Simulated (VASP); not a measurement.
A run of VASP 6.6.1:

File INCAR:

```
SYSTEM = Si
PREC = Accurate
ENCUT = 500
EDIFF = 1E-6
ISMEAR = 0
SIGMA = 0.01
LREAL = .False.
LASPH = .True.
NELM = 120
ALGO = Normal
ISIF = 2
LWAVE = .False.
LCHARG = .False.
GGA = PS
NBANDS = 11
GGA_COMPAT = .False.
```

Contents of KPOINTS:

```
Automatic mesh
0
Gamma
  6 6 6
  0 0 0
```

The input POSCAR:

```
Si
1.0
    0.0000000000      2.6861484289      2.6861484289
    2.6861484289      0.0000000000      2.6861484289
    2.6861484289      2.6861484289      0.0000000000
Si
2
Direct
    0.7500000000      0.7500000000      0.7500000000
    0.5000000000      0.5000000000      0.5000000000
```

Potentials or basis: VASP PAW PBE potentials, release 64 (Si).

The run is started by

```bash
$ cat potpaw_PBE.64/Si/POTCAR > POTCAR
$ mpirun -np 1 vasp_std > vasp.out
```

Hardware: 1 thread of Intel Xeon 8259CL, on a shared host.

Q: How long does it take, and how much memory?

A: Wall time 9.9 s on 1 thread of Intel Xeon 8259CL, on a shared host, peak memory 0.14 GiB. Counts: scf iterations 11, k points 16.
